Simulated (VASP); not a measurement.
Write the native input for VASP 6.6.1 that does the following.

| Property | Result |
| --- | --- |
| Task | single point |
| Functional | LDA |
| Potentials or basis | VASP PAW LDA potentials, release 64 (Ti_sv, N_h) |
| Cutoff | 910 eV |
| k mesh | 16 × 16 × 16 |
| Occupations | fermi-dirac, width 0.1 eV |
| Spin | no spin polarisation |
| Dipole correction | no |
| Second run | hard_potentials |
| Further INCAR settings | ALGO = Normal; EDIFF = 1e-06; NBANDS = 16 |

The structure of TiN lies in POSCAR:

```
TiN
1.0
    0.0000000000      2.0859933218      2.0859933218
    2.0859933218      0.0000000000      2.0859933218
    2.0859933218      2.0859933218      0.0000000000
Ti N
1 1
Direct
    0.0000000000      0.0000000000      0.0000000000
    0.5000000000      0.5000000000      0.5000000000
```

One way to write it, as run:

INCAR

```
ALGO = Normal
EDIFF = 1E-6
ENCUT = 910
GGA = CA
GGA_COMPAT = False
ISIF = 2
ISMEAR = -1
LASPH = True
LCHARG = False
LREAL = False
LWAVE = False
NBANDS = 16
NELM = 120
PREC = Accurate
SIGMA = 0.1
```

KPOINTS

```
k-points
0
Gamma
  16 16 16
```

Potentials or basis: VASP PAW LDA potentials, release 64 (Ti_sv, N_h).

Command:

```console
$ cat potpaw_LDA.64/Ti_sv/POTCAR potpaw_LDA.64/N_h/POTCAR > POTCAR
$ mpirun -np 1 vasp_std > vasp.out
```

It gave:

| Item | Value |
| --- | --- |
| Pressure | 0.9 GPa |

Caveat: the cutoff is under 1.25 times the usual one of these potentials, so pressure, stress and relaxed cells hold a basis-set (Pulay) error.

It took 52 s on 1 thread of Intel(R) Xeon(R) 6975P-C (Granite Rapids), on a shared host, peak memory 0.23 GiB.
